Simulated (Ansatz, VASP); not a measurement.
Two plane-wave programs on AlN

Contents of POSCAR:

```
AlN
1.0
    0.0000000000      1.9583023986      1.9583023986
    1.9583023986      0.0000000000      1.9583023986
    1.9583023986      1.9583023986      0.0000000000
Al N
1 1
Direct
    0.0000000000      0.0000000000      0.0000000000
    0.5000000000      0.5000000000      0.5000000000
```

INCAR.step1

```
PREC = Accurate ; ENCUT = 520
EDIFF = 1E-5 ; ISMEAR = 0
SIGMA = 0.01 ; LREAL = F
LASPH = T ; NELM = 100
ALGO = Normal ; ISIF = 2
LWAVE = T ; GGA = PE
NBANDS = 11
```

INCAR.step2

```
PREC = Accurate ; ENCUT = 520
EDIFF = 1E-6 ; ISMEAR = 0
SIGMA = 0.01 ; LREAL = F
LASPH = T ; NELM = 100
ALGO = Normal ; ISIF = 2
LWAVE = F ; LCHARG = T
GGA = PE ; LHFCALC = T
HFSCREEN = 0.2079 ; PRECFOCK = Normal
LELF = T ; LVHAR = T
ISTART = 1 ; NBANDS = 11
```

File KPOINTS:

```
Automatic mesh
0
Gamma
  8 8 8
```

Input for Ansatz:

```yaml
crystal:
  lattice:
    - [0.0, 1.9583023986, 1.9583023986]
    - [1.9583023986, 0.0, 1.9583023986]
    - [1.9583023986, 1.9583023986, 0.0]
  atoms:
    - { symbol: Al, position: [0.0, 0.0, 0.0] }
    - { symbol: "N", position: [0.5, 0.5, 0.5] }
kpoints:
  mp_grid: { grid: [8, 8, 8] }
  band_path:
    path:
      - [0.0, 0.0, 0.0]
      - [0.5, 0.0, 0.5]
      - [0.625, 0.25, 0.625]
      - [0.375, 0.375, 0.75]
      - [0.5, 0.5, 0.5]
      - [0.5, 0.25, 0.75]
      - [0.0, 0.5, 0.5]
    npoints: 1
hamiltonian:
  xc: hse06
scf:
  occupations: { method: fixed }
  n_extra_bands: 4
output:
  forces: true
  stress: true
  eigenvalues: true
```

Change from the starting cell: hydrostatic strain -3.0%.

Alike in both runs: task single point; functional HSE06; k mesh 8 × 8 × 8; no spin polarisation.

|  | VASP | Ansatz |
| --- | --- | --- |
| version | VASP 6.6.1 | Ansatz 0.2.0 |
| potentials or method | VASP PAW PBE potentials, release 64 (Al, N) | plane waves, PAW |
| plane-wave cutoff (eV) | 520 | 420 |
| occupations | gaussian, width 0.01 eV | fixed |
| valence electrons in the cell | 8 | 8 |

Ansatz gave:

```
gap on the k mesh at the Fermi level (eV) : 6.40
pressure (GPa)                            : 28.4
```

Estimate VASP's values.

gap on the k mesh at the Fermi level (eV): 6.48; pressure (GPa): 28.6.

Both programs put the cell under a high pressure, so it lies far from rest at this level. Ansatz's warnings: stress exchange threshold loose, stress scf threshold loose.
